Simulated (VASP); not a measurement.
Here is a VASP 6.6.1 calculation.

File INCAR:

```
  ALGO = Normal
  EDIFF = 1E-8
  ENCUT = 520
  GGA = PE
  ISIF = 2
  ISMEAR = 0
  ISPIN = 2
  LASPH = True
  LCHARG = False
  LDAU = True
  LDAUJ = 0 0
  LDAUL = 2 -1
  LDAUPRINT = 1
  LDAUTYPE = 2
  LDAUU = 4 0
  LEFG = True
  LMAXMIX = 4
  LORBIT = 11
  LREAL = False
  LWAVE = False
  MAGMOM = 4.19 -4.19 4.19 -4.19 0 0 0 0 0 0
  NBANDS = 49
  NELM = 150
  PREC = Accurate
  SIGMA = 0.05
```

File KPOINTS:

```
k-points
0
Gamma
  4 4 4
```

The input POSCAR:

```
Fe2O3
1.0
    2.5520435564      1.4734230344      4.6474546616
   -2.5520435564      1.4734230344      4.6474546616
    0.0000000000     -2.9468460685      4.6474546617
Fe O
4 6
Direct
    0.3553279754      0.3553279754      0.3553279754
    0.1446720254      0.1446720254      0.1446720254
    0.6446720246      0.6446720246      0.6446720246
    0.8553279746      0.8553279746      0.8553279746
    0.5555685399      0.9444314587      0.2500000014
    0.2500000014      0.5555685399      0.9444314587
    0.9444314587      0.2500000014      0.5555685399
    0.4444314601      0.0555685413      0.7499999986
    0.7499999986      0.4444314601      0.0555685413
    0.0555685413      0.7499999986      0.4444314601
```

Potentials or basis: VASP PAW PBE potentials, release 64 (Fe, O).

Run with:

```sh
$ cat potpaw_PBE.64/Fe/POTCAR potpaw_PBE.64/O/POTCAR > POTCAR
$ mpirun -np 1 vasp_std > vasp.out
```

**Question.** What does it give for the net moment?

**Answer.** 0.00 μB per cell.

**Question.** Predict the pressure.

**Answer.** -3.5 GPa.

Stress tensor (GPa, compression positive):
```
-3.62  0.00  0.00
 0.00 -3.62  0.00
 0.00  0.00 -3.26
```

Caveat: the cell stands under tension; without QUAD_EFG the Cq values of the log hold for a quadrupole moment of 1 mb, not for the nuclei. The state reached can hang on the start; a lower one may exist.
